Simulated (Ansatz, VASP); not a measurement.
## Au: VASP beside Ansatz

```
Au
1.0
     0.00000    2.06219    2.06219
     2.06219    0.00000    2.06219
     2.06219    2.06219    0.00000
Au
1
Direct
  0.00000 0.00000 0.00000
```

Alike in both runs: functional r2SCAN; k mesh 18 × 18 × 18; occupations gaussian, width 0.1 eV; no spin polarisation.

Ansatz relaxed the structure, and its values are those at the end. VASP's run is a single point on that final structure, the one shown.

|  | VASP | Ansatz |
| --- | --- | --- |
| version | VASP 6.6.1 | Ansatz 0.2.0 |
| potentials or method | VASP PAW PBE potentials, release 64 (Au), cutoff 520 eV | scalar-relativistic, plane waves, PAW |
| valence electrons in the cell | 11 | 19 |

VASP gave:

* gap on the k mesh at the Fermi level (eV): none
* pressure (GPa): 0.2

**Question.** What did Ansatz give for the same quantities?

**Answer.** gap on the k mesh at the Fermi level (eV): none; pressure (GPa): 0.0.

VASP's potentials were made for PBE, not for r2SCAN. A gap of «none» marks a metal or a gap that the smearing closes. VASP's potentials hold 11 valence electrons a cell and Ansatz's 19, so a difference there can come from the potentials and not from the codes.

Spin-orbit coupling is off throughout.
